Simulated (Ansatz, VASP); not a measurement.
# Sr2NbN2O2 in VASP and in Ansatz

The input INCAR:

```
SYSTEM = Sr2NbN2O2
ALGO = Normal ; EDIFF = 1E-6
ENCUT = 520 ; GGA = PE
ISIF = 2 ; ISMEAR = -1
LASPH = .TRUE. ; LCHARG = .FALSE.
LREAL = .FALSE. ; LWAVE = .FALSE.
NBANDS = 36 ; NELM = 60
PREC = Accurate ; SIGMA = 0.05
```

File KPOINTS:

```
k-points
0
G
  9 9 9
  0 0 0
```

The input POSCAR:

```
Sr2NbN2O2
1.0
   -1.9900566083      1.9900566083      6.3707539314
    1.9900566083     -1.9900566083      6.3707539314
    1.9900566083      1.9900566083     -6.3707539314
Nb Sr O N
1 2 2 2
Direct
    0.0000000000      0.0000000000      0.0000000000
    0.6483240000      0.6483240000      0.0000000000
    0.3516760000      0.3516760000      0.0000000000
    0.8376350000      0.8376350000      0.0000000000
    0.1623650000      0.1623650000      0.0000000000
    0.0000000000      0.5000000000      0.5000000000
    0.5000000000      0.0000000000      0.5000000000
```

File input.yaml:

```yaml
crystal:
  lattice:
    - [-1.9900566083, 1.9900566083, 6.3707539314]
    - [1.9900566083, -1.9900566083, 6.3707539314]
    - [1.9900566083, 1.9900566083, -6.3707539314]
  atoms:
    - { symbol: Nb, position: [0.0, 0.0, 0.0] }
    - { symbol: Sr, position: [0.648324, 0.648324, 0.0] }
    - { symbol: Sr, position: [0.351676, 0.351676, 0.0] }
    - { symbol: O, position: [0.837635, 0.837635, 0.0] }
    - { symbol: O, position: [0.162365, 0.162365, 0.0] }
    - { symbol: "N", position: [0.0, 0.5, 0.5] }
    - { symbol: "N", position: [0.5, 0.0, 0.5] }
hamiltonian:
  xc: pbe
  pseudopotentials: { kind: paw }
kpoints:
  mp_grid: { grid: [9, 9, 9] }
scf:
  occupations: { method: fermi_dirac, width: 0.05 }
output:
  forces: true
  stress: true
  eigenvalues: true
```

Alike in both runs: task single point; functional PBE; k mesh 9 × 9 × 9; occupations fermi-dirac, width 0.05 eV; no spin polarisation.

```csv
,VASP,Ansatz
version,VASP 6.6.1,Ansatz 0.2.0
potentials or method,"VASP PAW PBE potentials, release 64 (Nb_sv, Sr_sv, O, N)",Ansatz PAW
plane-wave cutoff (eV),520,420
valence electrons in the cell,55,55
```

```csv
,VASP,Ansatz,Ansatz less VASP
gap on the k mesh at the Fermi level (eV),none,none,-
pressure (GPa),7.3,7.1,-0.20
"traceless stress, the component that is largest in VASP (GPa)",-0.02,-0.29,-0.266
rms of the force components (eV/Å),0.026,0.038,+0.0127
```

Atom by atom the forces differ by 0.015 eV/Å (rms over components). A gap of «none» marks a metal or a gap that the smearing closes.
